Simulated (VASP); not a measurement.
**Ti: single point with LDA**

The system is Ti.

```
CELL_PARAMETERS angstrom
0.00000 1.97436 1.97436
1.97436 0.00000 1.97436
1.97436 1.97436 0.00000
ATOMIC_POSITIONS crystal
Ti 0.00000 0.00000 0.00000
```

* Program: VASP 6.6.1
* Task: single point
* Functional: LDA
* Potentials or basis: VASP PAW LDA potentials, release 64 (Ti_sv)
* Cutoff: 520 eV
* k mesh: 14 × 14 × 14
* Occupations: gaussian, width 0.1 eV
* Spin: no spin polarisation
* Dipole correction: no
* Further INCAR settings: ALGO = Normal; EDIFF = 1e-06; NBANDS = 12

- Pressure: 5.0 GPa
- Band gap on the k mesh: zero (band 6 reaches 10.24 eV, above the bottom of band 7 at 8.82 eV)

Levels at points of the mesh, in eV from the Fermi level:
| k point | band 2 | band 3 | band 4 | band 5 | band 6 | band 7 | band 8 | band 9 | band 10 | band 11 |
| --- | --- | --- | --- | --- | --- | --- | --- | --- | --- | --- |
| (0.00, 0.00, 0.00) | -31.88 | -31.88 | -31.88 | -6.26 | 0.92 | 0.92 | 0.92 | 2.82 | 2.82 | 16.02 |
| (0.50, 0.00, 0.00) | -32.90 | -32.01 | -32.01 | -2.86 | 0.76 | 0.76 | 1.11 | 4.11 | 4.11 | 9.54 |
| (0.50, 0.50, 0.00) | -32.83 | -32.24 | -32.24 | -3.02 | -2.08 | 3.55 | 4.09 | 4.46 | 4.46 | 12.08 |

Run time: 6 s on 1 thread of Intel(R) Xeon(R) 6975P-C (Granite Rapids), with other jobs on the host, peak memory 0.13 GiB.
